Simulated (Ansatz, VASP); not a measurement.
## MgO: VASP beside Ansatz

File INCAR:

```
  PREC = Accurate
  ENCUT = 520
  EDIFF = 1E-6
  ISMEAR = 0
  SIGMA = 0.05
  LREAL = False
  LASPH = True
  NELM = 100
  ALGO = Normal
  ISIF = 2
  LWAVE = False
  LCHARG = False
  GGA = PE
  NBANDS = 11
```

File KPOINTS:

```
Automatic mesh
0
Gamma
  10 10 10
```

Contents of POSCAR:

```
MgO
1.0
    0.0000000000      2.1351500000      2.1351500000
    2.1351500000      0.0000000000      2.1351500000
    2.1351500000      2.1351500000      0.0000000000
Mg O
1 1
Direct
    0.0000000000      0.0000000000      0.0000000000
    0.5000000000      0.4063297661      0.5000000000
```

Input for Ansatz:

```yaml
crystal:
  lattice:
    - [0.0, 2.13515, 2.13515]
    - [2.13515, 0.0, 2.13515]
    - [2.13515, 2.13515, 0.0]
  atoms:
    - { symbol: Mg, position: [0.0, 0.0, 0.0] }
    - { symbol: O, position: [0.5, 0.4063297661, 0.5] }
basis:
  ecutwfc: 420
kpoints:
  mp_grid: { grid: [10, 10, 10] }
hamiltonian:
  xc: pbe
scf:
  occupations: { method: gaussian, width: 0.05 }
output:
  forces: true
  stress: true
  eigenvalues: true
  write_density: true
  write_potential: true
  elf: true
  volumetric_format: npy
```

Alike in both runs: task single point; functional PBE; k mesh 10 × 10 × 10; occupations gaussian, width 0.05 eV; no spin polarisation.

|  | VASP | Ansatz |
| --- | --- | --- |
| version | VASP 6.6.1 | Ansatz 0.2.0 |
| potentials or method | VASP PAW PBE potentials, release 64 (Mg, O), cutoff 520 eV | scalar-relativistic, plane waves, PAW |
| valence electrons in the cell | 8 | 16 |

```csv
,VASP,Ansatz,Ansatz less VASP
gap on the k mesh at the Fermi level (eV),4.31,4.33,+0.016
least direct gap on the mesh (eV),4.31,4.33,+0.016
pressure (GPa),4.4,5.0,+0.63
"traceless stress, the component that is largest in VASP (GPa)",-8.12,-8.02,+0.106
rms of the force components (eV/Å),0.830,0.819,-0.0112
```

Atom by atom the forces differ by 0.011 eV/Å (rms over components). VASP's potentials hold 8 valence electrons a cell and Ansatz's 16, so a difference there can come from the potentials and not from the codes.
